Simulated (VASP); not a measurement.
Si, 4 atoms in the cell. It takes space group I-42m (No. 121, tetragonal). Conventional cell: a = 6.492 Å, b = 6.492 Å, c = 3.753 Å, α = 90.00°, β = 90.00°, γ = 90.00°. Si (site symmetry m) has 4 Si at 2.29 to 2.34 Å within 3.0 Å. 

- Program: VASP 6.6.1
- Task: single point
- Functional: LDA
- Potentials or basis: VASP PAW LDA potentials, release 64 (Si)
- Cutoff: 520 eV
- k mesh: 10 × 10 × 10
- Occupations: gaussian, width 0.03 eV
- Spin: no spin polarisation
- Dipole correction: no
- Further INCAR settings: ALGO = Normal; EDIFF = 1e-06; NBANDS = 16

Potentials or basis: VASP PAW LDA potentials, release 64 (Si).

Launch:

```console
$ cat potpaw_LDA.64/Si/POTCAR > POTCAR
$ mpirun -np 1 vasp_std > vasp.out
```

Hardware: 1 thread of Intel(R) Xeon(R) Platinum 8559C (Emerald Rapids) (shared host).

Q: How long does it take, and how much memory?

A: Run time: 64 s on 1 thread of Intel(R) Xeon(R) Platinum 8559C (Emerald Rapids), with other jobs on the host, peak memory 0.24 GiB. Counts: scf iterations 13, k points 102.
